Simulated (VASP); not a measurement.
Set up this calculation in VASP 6.6.1, as the native input.

```yaml
Task: single point
Functional: HSE06
Potentials_or_basis: VASP PAW PBE potentials, release 64 (Na_pv, Cl)
Cutoff: 520 eV
k_mesh: 6 × 6 × 6
Occupations: gaussian, width 0.01 eV
Spin: no spin polarisation
Dipole_correction: no
Grid_for_exact_exchange_PRECFOCK: Normal
Further_INCAR_settings: ALGO = Normal; EDIFF = 1e-07; NBANDS = 14
Screening_parameter: 0.2079 1/Å
```

The system is NaCl.

```xyz
2
Lattice="3.4595 0.0285 0.0000 0.0285 3.4595 0.0000 0.0000 0.0000 3.4595" Properties=species:S:1:pos:R:3 pbc="T T T"
Na    0.0000    0.0000    0.0000
Cl    1.7440    1.7440    1.7298
```

This cell differs from its parent crystal: shear xy strain +1.7%.

One way to write it, as run:

POSCAR

```
NaCl
1.0
    3.4595458649      0.0285412534      0.0000000000
    0.0285412534      3.4595458649      0.0000000000
    0.0000000000      0.0000000000      3.4595458649
Na Cl
1 1
Direct
    0.0000000000      0.0000000000      0.0000000000
    0.5000000000      0.5000000000      0.5000000000
```

INCAR.step1

```
PREC = Accurate ; ENCUT = 520
EDIFF = 1E-5 ; ISMEAR = 0
SIGMA = 0.01 ; LREAL = F
LASPH = T ; NELM = 100
ALGO = Normal ; ISIF = 2
LWAVE = T ; LCHARG = F
GGA = PE ; NBANDS = 14
```

INCAR.step2

```
PREC = Accurate ; ENCUT = 520
EDIFF = 1E-7 ; ISMEAR = 0
SIGMA = 0.01 ; LREAL = F
LASPH = T ; NELM = 100
ALGO = Normal ; ISIF = 2
LWAVE = F ; LCHARG = F
GGA = PE ; LHFCALC = T
HFSCREEN = 0.2079 ; PRECFOCK = Normal
ISTART = 1 ; NBANDS = 14
```

KPOINTS

```
Automatic mesh
0
Gamma
  6 6 6
```

Potentials or basis: VASP PAW PBE potentials, release 64 (Na_pv, Cl).

Launch:

```sh
$ cat potpaw_PBE.64/Na_pv/POTCAR potpaw_PBE.64/Cl/POTCAR > POTCAR
$ cp INCAR.step1 INCAR
$ mpirun -np 1 vasp_std > vasp.out
$ cp INCAR.step2 INCAR
$ mpirun -np 1 vasp_std > vasp.out
```

It gave:

The pressure is 0.6 GPa and the band gap on the k mesh is 5.42 eV, indirect (least direct gap 5.96 eV).

Caveat: the cell differs from its parent crystal (shear xy strain +1.7%); the PAW data sets were made with another functional, which shifts forces and pressure a little.

Run time: 49 min on 1 thread of Intel(R) Xeon(R) Platinum 8488C (Sapphire Rapids) (shared host), peak memory 0.28 GiB.
